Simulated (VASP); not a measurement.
A run of VASP 6.6.1:

Contents of INCAR:

```
SYSTEM = Pb
PREC = Accurate ; ENCUT = 500
EDIFF = 1E-6 ; ISMEAR = 0
SIGMA = 0.1 ; LREAL = .FALSE.
LASPH = .TRUE. ; NELM = 120
ALGO = Normal ; ISIF = 2
LWAVE = .FALSE. ; LCHARG = .TRUE.
GGA = PE ; LELF = .TRUE.
LVHAR = .TRUE. ; NBANDS = 13
GGA_COMPAT = .FALSE.
```

KPOINTS

```
Automatic mesh
0
G
  6 6 6
  0 0 0
```

The input POSCAR:

```
Pb
1.0
    0.0000000000      2.4947547400      2.4947547400
    2.4947547400      0.0000000000      2.4947547400
    2.4947547400      2.4947547400      0.0000000000
Pb
1
Direct
    0.0000000000      0.0000000000      0.0000000000
```

Potentials or basis: VASP PAW PBE potentials, release 64 (Pb_d).

The run is started by

```console
$ cat potpaw_PBE.64/Pb_d/POTCAR > POTCAR
$ mpirun -np 1 vasp_std > vasp.out
```

Hardware: 1 thread of AMD EPYC 9R45 96-Core Processor (Zen 5), on a shared host.

Question: How long does it take, and how much memory?

Answer: Wall time 5.1 s on 1 thread of AMD EPYC 9R45 96-Core Processor (Zen 5), on a shared host, peak memory 0.12 GiB. Counts: scf iterations 11, k points 16.
